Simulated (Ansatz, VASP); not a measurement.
## Two plane-wave programs on Ni

```
Ni
1.0
     3.83207    0.00000    0.00000
    -1.91604    3.31867    0.00000
     0.00000    0.00000    4.54538
Ni
4
Direct
  0.33333 0.66667 0.50000
  0.66667 0.33333 0.00000
  0.66667 0.33333 0.50000
  0.33333 0.66667 0.00000
```

Alike in both runs: functional PBEsol; k mesh 6 × 6 × 4; occupations gaussian, width 0.1 eV; collinear spin.

Ansatz relaxed the structure, and its values are those at the end. VASP's run is a single point on that final structure, the one shown.

|  | VASP | Ansatz |
| --- | --- | --- |
| version | VASP 6.6.1 | Ansatz 0.2.0 |
| potentials or method | VASP PAW PBE potentials, release 64 (Ni), cutoff 520 eV | scalar-relativistic, plane waves, PAW |
| valence electrons in the cell | 40 | 72 |

VASP gave:

- gap on the k mesh at the Fermi level (eV): none
- pressure (GPa): 0.0
- net moment per atom (μB): 0.62
- size of the moment on the site where the two differ most (μB): 0.62

Question: Which values does Ansatz return?

Answer: gap on the k mesh at the Fermi level (eV): none; pressure (GPa): 0.0; net moment per atom (μB): 0.62; size of the moment on the site where the two differ most (μB): 0.64.

VASP's potentials were made for PBE, not for PBEsol. Site moments also hang on the region over which each program counts them. A gap of «none» marks a metal or a gap that the smearing closes. VASP's potentials hold 40 valence electrons a cell and Ansatz's 72, so a difference there can come from the potentials and not from the codes. Ansatz's warnings: cell relax basis refresh.
